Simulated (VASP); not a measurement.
Here is a VASP 6.6.1 calculation.

POSCAR

```
Sn
1.0
   -1.8946518192      1.8946518192      1.8946518192
    1.8946518192     -1.8946518192      1.8946518192
    1.8946518192      1.8946518192     -1.8946518192
Sn
1
Direct
    0.0000000000      0.0000000000      0.0000000000
```

File INCAR.step1:

```
ALGO = Normal
EDIFF = 1E-4
ENCUT = 520
GGA = PE
ISMEAR = 0
LASPH = True
LCHARG = False
LREAL = False
LWAVE = True
NBANDS = 13
NELM = 80
PREC = Accurate
SIGMA = 0.15
```

Contents of INCAR.step2:

```
ALGO = Normal
EDIFF = 1E-7
ENCUT = 520
ISIF = 2
ISMEAR = 0
ISTART = 1
LASPH = True
LCHARG = False
LMIXTAU = True
LREAL = False
LWAVE = False
METAGGA = R2SCAN
NBANDS = 13
NELM = 80
PREC = Accurate
SIGMA = 0.15
```

Contents of KPOINTS:

```
k-points
0
Gamma
  18 18 18
```

Potentials or basis: VASP PAW PBE potentials, release 64 (Sn_d).

Run with:

```console
$ cat potpaw_PBE.64/Sn_d/POTCAR > POTCAR
$ cp INCAR.step1 INCAR
$ mpirun -np 1 vasp_std > vasp.out
$ cp INCAR.step2 INCAR
$ mpirun -np 1 vasp_std > vasp.out
```

Question: Estimate the pressure.

Answer: -0.4 GPa.

Question: Predict the band gap on the k mesh.

Answer: Zero (band 7 reaches 16.45 eV, above the bottom of band 8 at 5.41 eV).

Caveat: the PAW data sets were made with another functional, which shifts forces and pressure a little; spin-orbit coupling is left out, which moves the levels of the heavy elements.
